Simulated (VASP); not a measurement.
Input of a VASP 6.6.1 run:

File POSCAR:

```
Y
1.0
    3.6474000000      0.0000000000      0.0000000000
   -1.8237000000      3.1587410578      0.0000000000
    0.0000000000      0.0000000000      5.7306000000
Y
2
Direct
    0.3333330000      0.6666670000      0.2500000000
    0.6666670000      0.3333330000      0.7500000000
```

INCAR.step1

```
SYSTEM = Y
PREC = Accurate
ENCUT = 600
ISMEAR = -1
SIGMA = 0.05
LREAL = .FALSE.
LASPH = .TRUE.
NELM = 100
GGA = PE
ALGO = Normal
EDIFF = 1E-4
LWAVE = .TRUE.
LCHARG = .FALSE.
```

The input INCAR.step2:

```
SYSTEM = Y
PREC = Accurate
ENCUT = 600
EDIFF = 1E-6
ISMEAR = -1
SIGMA = 0.05
LREAL = .FALSE.
LASPH = .TRUE.
NELM = 100
ALGO = Normal
ISIF = 8
LWAVE = .FALSE.
LCHARG = .FALSE.
METAGGA = R2SCAN
LMIXTAU = .TRUE.
IBRION = 2
NSW = 60
EDIFFG = -0.02
ISTART = 1
```

KPOINTS

```
regular mesh
0
G
  7 7 4
  0 0 0
```

Potentials or basis: VASP PAW PBE potentials, release 64 (Y_sv).

Run with:

```sh
$ cat potpaw_PBE.64/Y_sv/POTCAR > POTCAR
$ cp INCAR.step1 INCAR
$ mpirun -np 1 vasp_std > vasp.out
$ cp INCAR.step2 INCAR
$ mpirun -np 1 vasp_std > vasp.out
```

Predict the space group after relaxing (to 0.1 Å).

P6_3/mmc (No. 194).

Estimate the band gap on the k mesh.

zero (bands 11 and 12 overlap by 1.52 eV).

What does it give for the relaxed volume?

33.51 Å³/atom.

Estimate the relaxed cell.

a = 3.666 Å, b = 3.666 Å, c = 5.759 Å, α = 90.00°, β = 90.00°, γ = 120.00°.

Step by step:
| step | energy change (eV) | largest force (eV/Å) | pressure (GPa) | volume (Å³) |
| --- | --- | --- | --- | --- |
| 1 | 0.0000 | 0.0000 | 0.66 | 66.02 |
| 2 | -0.0019 | 0.0000 | -0.19 | 67.33 |
| 3 | -0.0020 | 0.0000 | -0.01 | 67.03 |

Caveat: the PAW data sets were made with another functional, which shifts forces and pressure a little. Zero-point motion and thermal expansion aren't in these numbers.
